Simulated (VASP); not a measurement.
Write the native input for VASP 6.6.1 that does the following.

```yaml
Task: single point
Functional: PBE
Potentials_or_basis: VASP PAW PBE potentials, release 64 (Co)
Cutoff: 520 eV
k_mesh: 12 × 12 × 4
Occupations: gaussian, width 0.1 eV
Spin: collinear spin, ferromagnetic start
Starting_moments: "[3.0, 3.0] μB"
Dipole_correction: no
Further_INCAR_settings: ALGO = Normal; EDIFF = 1e-06; NBANDS = 20
```

The structure of Co lies in POSCAR:

```
Co
1.0
    2.4719999000      0.0000000000      0.0000000000
   -1.2359999500      2.1408147100      0.0000000000
    0.0000000000      0.0000000000      4.0211440800
Co
2
Direct
    0.3333333300      0.6666666700      0.2500000000
    0.6666666700      0.3333333300      0.7500000000
```

The input as run:

INCAR

```
PREC = Accurate ; ENCUT = 520
EDIFF = 1E-6 ; ISMEAR = 0
SIGMA = 0.1 ; LREAL = False
LASPH = True ; NELM = 150
ALGO = Normal ; ISIF = 2
LWAVE = False ; LCHARG = False
ISPIN = 2 ; MAGMOM = 3 3
LORBIT = 11 ; LMAXMIX = 4
GGA = PE ; NBANDS = 20
```

KPOINTS

```
regular mesh
0
Gamma
  12 12 4
```

Potentials or basis: VASP PAW PBE potentials, release 64 (Co).

The run is started by

```bash
$ cat potpaw_PBE.64/Co/POTCAR > POTCAR
$ mpirun -np 1 vasp_std > vasp.out
```

It gave:

```yaml
Pressure: 4.3 GPa
Net_moment: 3.24 μB per cell
Site_moments: Co +1.63 μB
Valence_electrons_inside_the_program's_atomic_spheres: Co 8.31
```

Caveat: the k points lie up to 0.39 Å⁻¹ apart.

It took 35 s on 1 thread of AMD EPYC 7R43 64-Core Processor (Zen 3) (shared host), peak memory 0.11 GiB.
